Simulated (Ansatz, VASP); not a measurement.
**One calculation of NaCuH2, two programs**

```xyz
4
Lattice="2.8622 0.0000 0.0000 -1.4311 2.4787 0.0000 0.0000 0.0000 5.6103" Properties=species:S:1:pos:R:3 pbc="T T T"
Na    0.0000    0.0000    2.8052
Cu    0.0000    0.0000    0.0000
H     0.0000    1.6525    1.1857
H     0.0000    1.6525    4.4247
```

Alike in both runs: functional PBE; k mesh 6 × 6 × 4; occupations gaussian, width 0.1 eV; no spin polarisation.

Ansatz relaxed the structure, and its values are those at the end. VASP's run is a single point on that final structure, the one shown.

```csv
,VASP,Ansatz
version,VASP 6.6.1,Ansatz 0.2.0
potentials or method,"VASP PAW PBE potentials, release 64 (Na_pv, Cu, H), cutoff 520 eV","scalar-relativistic, plane waves, PAW"
valence electrons in the cell,20,30
```

|  | VASP | Ansatz | Ansatz less VASP |
| --- | --- | --- | --- |
| gap on the k mesh at the Fermi level (eV) | none | none | - |
| pressure (GPa) | 0.3 | 0.1 | -0.17 |
| rms of the force components (eV/Å) | 0.002 | 0.005 | +0.0023 |

A gap of «none» marks a metal or a gap that the smearing closes. VASP's potentials hold 20 valence electrons a cell and Ansatz's 30, so a difference there can come from the potentials and not from the codes.

The k mesh is coarse, so the values compare programs but aren't converged.
